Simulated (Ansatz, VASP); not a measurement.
# Two plane-wave programs on K2PdC2

```
K Pd C
1.0
     5.11818    0.00000    0.00000
    -2.55909    4.43248    0.00000
     0.00000    0.00000    5.25814
K Pd C
2 1 2
Cartesian
  2.4177 1.3361 3.5869
  0.0000 2.9550 1.4712
  0.0000 0.0000 0.0000
  0.0000 0.0000 3.2611
  0.0000 0.0000 1.9971
```

Alike in both runs: task single point; functional LDA; k mesh 6 × 6 × 6; occupations gaussian, width 0.05 eV; no spin polarisation.

|  | VASP | Ansatz |
| --- | --- | --- |
| version | VASP 6.6.1 | Ansatz 0.2.0 |
| potentials or method | VASP PAW LDA potentials, release 64 (K_sv, Pd, C), cutoff 520 eV | scalar-relativistic, plane waves, PAW |
| valence electrons in the cell | 36 | 44 |

```tsv
	VASP	Ansatz	Ansatz less VASP
gap on the k mesh at the Fermi level (eV)	1.32	1.31	-0.003
least direct gap on the mesh (eV)	1.36	1.36	-0.003
pressure (GPa)	-2.4	-2.5	-0.14
traceless stress, the component that is largest in VASP (GPa)	-1.48	-1.60	-0.120
rms of the force components (eV/Å)	0.210	0.195	-0.0156
```

LDA's correlation is that of Perdew and Zunger in VASP and of Perdew and Wang (1992) in Ansatz. Atom by atom the forces differ by 0.020 eV/Å (rms over components). VASP's potentials hold 36 valence electrons a cell and Ansatz's 44, so a difference there can come from the potentials and not from the codes.
